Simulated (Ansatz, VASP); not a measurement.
One calculation of Sb, two programs

The input INCAR:

```
SYSTEM = Sb
  ALGO = Normal
  EDIFF = 1E-7
  EDIFFG = -0.005
  ENCUT = 600
  GGA = PE
  IBRION = 2
  ISIF = 3
  ISMEAR = -1
  LASPH = .True.
  LCHARG = .False.
  LREAL = .False.
  LWAVE = .False.
  NELM = 60
  NSW = 100
  PREC = Accurate
  SIGMA = 0.05
```

Contents of KPOINTS:

```
k-points
0
Gamma
  13 13 13
  0 0 0
```

File POSCAR:

```
Sb
1.0
    2.8964312960      0.0000000000      0.0000000000
    0.0000000000      2.8964312960      0.0000000000
    0.0000000000      0.0000000000      2.8964312960
Sb
1
Direct
    0.0000000000      0.0000000000      0.0000000000
```

Input for Ansatz:

```yaml
crystal:
  lattice:
    - [2.896431296, 0.0, 0.0]
    - [0.0, 2.896431296, 0.0]
    - [0.0, 0.0, 2.896431296]
  atoms:
    - { symbol: Sb, position: [0.0, 0.0, 0.0] }
kpoints:
  mp_grid: { grid: [13, 13, 13] }
scf:
  occupations: { method: fermi_dirac, width: 0.05 }
hamiltonian:
  xc: pbe
  pseudopotentials: { kind: paw }
output:
  forces: true
  stress: true
  write_density: true
  write_potential: true
  elf: true
  volumetric_format: npy
relax:
  f_tol: 0.005
  max_steps: 80
  cell: {}
```

Alike in both runs: task relaxation of cell and atoms; functional PBE; k mesh 13 × 13 × 13; occupations fermi-dirac, width 0.05 eV; no spin polarisation.

|  | VASP | Ansatz |
| --- | --- | --- |
| version | VASP 6.6.1 | Ansatz 0.2.0 |
| potentials or method | VASP PAW PBE potentials, release 64 (Sb) | PAW with Ansatz's default frozen-core files, scalar-relativistic |
| plane-wave cutoff (eV) | 600 | 420 |
| valence electrons in the cell | 5 | 15 |

|  | VASP | Ansatz | Ansatz less VASP |
| --- | --- | --- | --- |
| relaxed volume (Å³/atom) | 30.00 | 30.00 | +0.002 |
| relaxed cell length with the largest relative difference (Å) | 3.107 | 3.107 | +0.0001 |

VASP's potentials hold 5 valence electrons a cell and Ansatz's 15, so a difference there can come from the potentials and not from the codes.

Spin-orbit coupling is off throughout. Noted on VASP's run: the volume moved by over 15 % at a fixed basis, so the end points are rough.
